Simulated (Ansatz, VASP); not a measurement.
**Two plane-wave programs on SnO2**

Contents of INCAR:

```
SYSTEM = SnO2
ALGO = Normal
EDIFF = 1E-6
ENCUT = 520
GGA = PE
ISIF = 2
ISMEAR = -1
LASPH = .True.
LCHARG = .True.
LELF = .True.
LREAL = .False.
LVHAR = .True.
LWAVE = .False.
NBANDS = 35
NELM = 80
PREC = Accurate
SIGMA = 0.02
```

KPOINTS

```
k-points
0
Gamma
  10 10 10
  0 0 0
```

POSCAR

```
SnO2
1.0
   -1.9996377057      1.9996377057      5.1012501359
    1.9996377057     -1.9996377057      5.1012501359
    1.9996377057      1.9996377057     -5.1012501359
Sn O
2 4
Direct
    0.7500000000      0.2500000000      0.5000000000
    0.0000000000      0.0000000000      0.0000000000
    0.7963396012      0.7963396012      0.0000000000
    0.9536603988      0.4536603988      0.5000000000
    0.2036603988      0.2036603988      0.0000000000
    0.5463396012      0.0463396012      0.5000000000
```

Input for Ansatz:

```yaml
crystal:
  lattice:
    - [-1.9996377057, 1.9996377057, 5.1012501359]
    - [1.9996377057, -1.9996377057, 5.1012501359]
    - [1.9996377057, 1.9996377057, -5.1012501359]
  atoms:
    - { symbol: Sn, position: [0.75, 0.25, 0.5] }
    - { symbol: Sn, position: [0.0, 0.0, 0.0] }
    - { symbol: O, position: [0.7963396012, 0.7963396012, 0.0] }
    - { symbol: O, position: [0.9536603988, 0.4536603988, 0.5] }
    - { symbol: O, position: [0.2036603988, 0.2036603988, 0.0] }
    - { symbol: O, position: [0.5463396012, 0.0463396012, 0.5] }
kpoints:
  mp_grid: { grid: [10, 10, 10] }
  band_path:
    path:
      - [0.0, 0.0, 0.0]
      - [0.0, 0.0, 0.5]
      - [0.25, 0.25, 0.25]
      - [0.0, 0.5, 0.0]
      - [0.5, 0.5, -0.5]
      - [0.2884139887, 0.7115860113, -0.2884139887]
      - [-0.2884139887, 0.2884139887, 0.2884139887]
      - [-0.0768279775, 0.0768279775, 0.5]
      - [0.5, 0.5, -0.0768279775]
      - [0.1875, 0.1875, 0.270833]
    npoints: 1
hamiltonian:
  xc: pbe
scf:
  occupations: { method: fermi_dirac, width: 0.02 }
  n_extra_bands: 5
output:
  forces: true
  stress: true
  eigenvalues: true
  write_density: true
  write_potential: true
  elf: true
  volumetric_format: npy
```

Alike in both runs: task single point; functional PBE; k mesh 10 × 10 × 10; occupations fermi-dirac, width 0.02 eV; no spin polarisation.

|  | VASP | Ansatz |
| --- | --- | --- |
| version | VASP 6.6.1 | Ansatz 0.2.0 |
| potentials or method | VASP PAW PBE potentials, release 64 (Sn_d, O) | plane waves, PAW |
| plane-wave cutoff (eV) | 520 | 420 |
| valence electrons in the cell | 52 | 52 |

```csv
,VASP,Ansatz,Ansatz less VASP
gap on the k mesh at the Fermi level (eV),1.70,1.71,+0.011
pressure (GPa),7.4,6.8,-0.61
"traceless stress, the component that is largest in VASP (GPa)",0.38,0.22,-0.160
rms of the force components (eV/Å),0.056,0.044,-0.0127
```

Atom by atom the forces differ by 0.013 eV/Å (rms over components).
